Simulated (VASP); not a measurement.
Runs of VASP 6.6.1 on Sc3Te2. The structure is that of space group P6/mmm (No. 191), or close to it. The cells are those of the table. 

| task | spin | cell | k mesh | cutoff (eV) | gap on the mesh (eV) | pressure (GPa) |
| --- | --- | --- | --- | --- | --- | --- |
| single point | off | a = 4.672, b = 4.672, c = 6.561 Å, angles 90.0, 90.0, 120.0°, 5 atoms | 6 × 6 × 4 | 520 | none | 20.9 |
| single point | off | a = 6.839, b = 6.839, c = 4.306 Å, angles 90.0, 90.0, 120.0°, 5 atoms | 6 × 6 × 4 | 520 | none | (a) |
| relaxation of cell and atoms | off | relaxed from a = 4.672, b = 4.672, c = 6.561 Å, angles 90.0, 90.0, 120.0°, 5 atoms | 6 × 6 × 4 | 600 | none | -0.1 |
| single point | collinear, ferromagnetic start | a = 6.839, b = 6.839, c = 4.306 Å, angles 90.0, 90.0, 120.0°, 5 atoms | 3 × 3 × 4 | 520 | none | 0.3 |

Alike in all rows: level PBE; potentials or basis VASP PAW PBE potentials, release 64 (Sc_sv, Te); smearing gaussian 0.1 eV.

Problem. Fill in the values left out.

Solution. (a) 0.1.

Caveats: some runs use coarse meshes; spin-orbit coupling is left out, which moves the levels of the heavy elements.

A k mesh can miss the band edges, and the runs leave out spin-orbit coupling on Te.

A gap of «none» marks levels without a gap at the run's occupations.
